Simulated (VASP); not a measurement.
# As: relaxation of cell and atoms with PBE

As:

```
As
1.0
     2.96553   -1.88207    0.00000
     2.96553    1.88207    0.00000
    -2.15704    0.00000    4.11430
As
2
Cartesian
  0.0496 0.0000 0.6295
  3.7245 0.0000 3.4848
```

- Program: VASP 6.6.1
- Task: relaxation of cell and atoms
- Functional: PBE
- Potentials or basis: VASP PAW PBE potentials, release 64 (As)
- Cutoff: 600 eV
- k mesh: 6 × 6 × 4
- Occupations: gaussian, width 0.1 eV
- Spin: no spin polarisation
- Dipole correction: no
- Further INCAR settings: ALGO = Normal; EDIFF = 1e-06; IBRION = 2; EDIFFG = -0.04; NSW = 90; ISIF = 3

```
Relaxed volume                        : 30.48 Å³/atom
Relaxed cell                          : a = 3.619 Å, b = 3.619 Å, c = 5.538 Å, α = 102.39°, β = 102.39°, γ = 60.15°
Space group after relaxing (to 0.1 Å) : C2/m (No. 12)
Pressure after relaxing               : 0.1 GPa
Largest force after relaxing          : 0.018 eV/Å
Band gap on the k mesh                : 0.68 eV (least direct gap 1.07 eV)
```

Forces in eV/Å, atoms in the order of the input:
```
As   0.001  0.000 -0.018
As  -0.001  0.000  0.018
```

Stress tensor (GPa, compression positive):
```
0.16 0.00 0.02
0.00 0.03 0.00
0.02 0.00 0.06
```

Final structure:
```xyz
2
Lattice="3.1217 -1.8139 0.2561 3.1217 1.8139 0.2561 -1.8069 0.0000 5.2350" Properties=species:S:1:pos:R:3 pbc="T T T"
As    3.2026    0.0000    3.6524
As    1.2339    0.0000    2.0947
```

Levels at points of the mesh, in eV from the valence-band top:
| k point | band 3 | band 4 | band 5 | band 6 | band 7 | band 8 |
| --- | --- | --- | --- | --- | --- | --- |
| (0.00, 0.00, 0.00) | -1.78 | -0.57 | -0.52 | 1.74 | 2.97 | 3.01 |
| (0.50, 0.00, 0.00) | -3.70 | -2.36 | -1.74 | 1.19 | 1.96 | 3.90 |
| (0.50, 0.50, 0.00) | -3.84 | -2.43 | -2.26 | 1.70 | 3.04 | 4.16 |
| (0.00, 0.00, 0.50) | -0.53 | -0.53 | 0.00 | 1.07 | 2.89 | 2.97 |
| (0.50, 0.00, 0.50) | -4.03 | -2.38 | -2.33 | 1.68 | 3.53 | 4.07 |
| (0.50, 0.50, 0.50) | -3.90 | -2.38 | -1.83 | 1.18 | 2.36 | 3.79 |

Run time: 5.5 min on 1 thread of Intel Xeon 8259CL, on a shared host, peak memory 0.2 GiB.

Caveat: the volume moved by over 15 % at a fixed basis, so the end points are rough; this functional lacks dispersion, which binds the layers, so the pressure and a relaxed spacing across them are unreliable. A k mesh can miss the band edges.
